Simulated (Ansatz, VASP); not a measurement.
Si2WC3: VASP beside Ansatz

```
CELL_PARAMETERS angstrom
2.89359 0.00000 0.00000
0.00000 2.89359 0.00000
0.00000 0.00000 7.33669
ATOMIC_POSITIONS crystal
Si 0.50000 0.00000 0.64026
Si 0.00000 0.50000 0.35974
W 0.50000 0.50000 0.00000
C 0.50000 0.00000 0.35970
C 0.00000 0.50000 0.64030
C 0.00000 0.00000 0.00000
```

Change from the starting cell: species swapped into the Hf2SiAs3 type (P-4m2, No. 115).

Alike in both runs: functional PBE; k mesh 5 × 5 × 3; occupations gaussian, width 0.2 eV; no spin polarisation.

Ansatz relaxed the structure, and its values are those at the end. VASP's run is a single point on that final structure, the one shown.

|  | VASP | Ansatz |
| --- | --- | --- |
| version | VASP 6.6.1 | Ansatz 0.2.0 |
| potentials or method | VASP PAW PBE potentials, release 64 (Si, W_sv, C), cutoff 600 eV | scalar-relativistic, plane waves, PAW |
| valence electrons in the cell | 34 | 34 |

Ansatz gave:

- gap on the k mesh at the Fermi level (eV): none
- pressure (GPa): 0.1
- rms of the force components (eV/Å): 0.008

Q: What did VASP give for the same quantities?

A: gap on the k mesh at the Fermi level (eV): none; pressure (GPa): 0.4; rms of the force components (eV/Å): 0.008.

A gap of «none» marks a metal or a gap that the smearing closes. The functional is the same, so the differences come from potentials, cutoffs and numerics.

The k mesh is coarse, so the values compare programs but aren't converged. Spin-orbit coupling is off throughout.
